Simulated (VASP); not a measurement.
A run of VASP 6.6.1 is set up as follows.

File POSCAR:

```
ZrC
1.0
    3.2729194810     -0.0327291948      0.0000000000
   -1.6648040547      2.8507960125      0.0000000000
    0.0000000000      0.0000000000      2.9310467534
Zr C
1 1
Direct
    0.0000000000      0.0000000000      0.0000000000
    0.6666666667      0.3333333333      0.5000000000
```

INCAR.step1

```
PREC = Accurate
ENCUT = 520
ISMEAR = 0
SIGMA = 0.05
LREAL = False
LASPH = True
NELM = 60
NBANDS = 15
GGA = PE
ALGO = Normal
EDIFF = 1E-4
LWAVE = True
LCHARG = False
```

File INCAR.step2:

```
PREC = Accurate
ENCUT = 520
EDIFF = 1E-6
ISMEAR = 0
SIGMA = 0.05
LREAL = False
LASPH = True
NELM = 60
ALGO = Normal
ISIF = 2
LWAVE = False
LCHARG = True
METAGGA = R2SCAN
LMIXTAU = True
LELF = True
LVHAR = True
NBANDS = 15
ISTART = 1
```

The input KPOINTS:

```
Automatic mesh
0
Gamma
  12 12 12
```

Potentials or basis: VASP PAW PBE potentials, release 64 (Zr_sv, C).

The run is started by

```sh
$ cat potpaw_PBE.64/Zr_sv/POTCAR potpaw_PBE.64/C/POTCAR > POTCAR
$ cp INCAR.step1 INCAR
$ mpirun -np 1 vasp_std > vasp.out
$ cp INCAR.step2 INCAR
$ mpirun -np 1 vasp_std > vasp.out
```

Predict the pressure.

0.2 GPa.

What does it give for the band gap on the k mesh?

Zero (band 8 reaches 9.25 eV, above the bottom of band 9 at 8.90 eV).

Predict the largest force.

0.070 eV/Å.

Forces on the atoms (eV/Å):
```
Zr  -0.070 -0.003  0.000
C    0.070  0.003  0.000
```

Caveat: the PAW data sets were made with another functional, which shifts forces and pressure a little.
